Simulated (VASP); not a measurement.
SiS2:

```xyz
6
Lattice="-3.4862 4.3718 2.7527 3.4862 -4.3718 2.7527 3.4862 4.3718 -2.7527" Properties=species:S:1:pos:R:3 pbc="T T T"
Si    0.0000    0.0000    4.1291
Si    0.0000    0.0000    1.3764
S     2.3490    3.2543    2.7527
S     1.1372    1.1176    0.0000
S     1.1372   -1.1176    2.7527
S     2.3490    5.4894    0.0000
```

* Program: VASP 6.6.1
* Task: relaxation of shape and atoms at fixed volume
* Functional: r2SCAN
* Potentials or basis: VASP PAW PBE potentials, release 64 (Si, S)
* Cutoff: 550 eV
* k mesh: 6 × 6 × 6
* Occupations: gaussian, width 0.05 eV
* Spin: no spin polarisation

At the start: pressure 2.3 GPa; volume 27.97 Å³/atom.

Task: Where does the relaxation end?

Result: Over 4 steps the energy falls by 7.5 meV/atom; space group Ibam (No. 72, to 0.1 Å) before and after.

The path:
```csv
step,energy change (eV),largest force (eV/Å),pressure (GPa),volume (Å³)
1,0.0000,0.6671,2.32,167.82
2,-0.0431,0.0691,0.01,167.82
3,-0.0432,0.0373,0.12,167.82
4,-0.0453,0.0175,0.03,167.82
```

Final structure:
```
Si S
1.0
    -3.46969    4.34979    2.77988
     3.46969   -4.34979    2.77988
     3.46969    4.34979   -2.77988
Si S
2 4
Cartesian
  0.0000 0.0000 4.1698
  0.0000 0.0000 1.3899
  2.3156 3.2178 2.7799
  1.1541 1.1320 0.0000
  1.1541 -1.1320 2.7799
  2.3156 5.4818 0.0000
```

Caveat: the PAW data sets were made with another functional, which shifts forces and pressure a little.
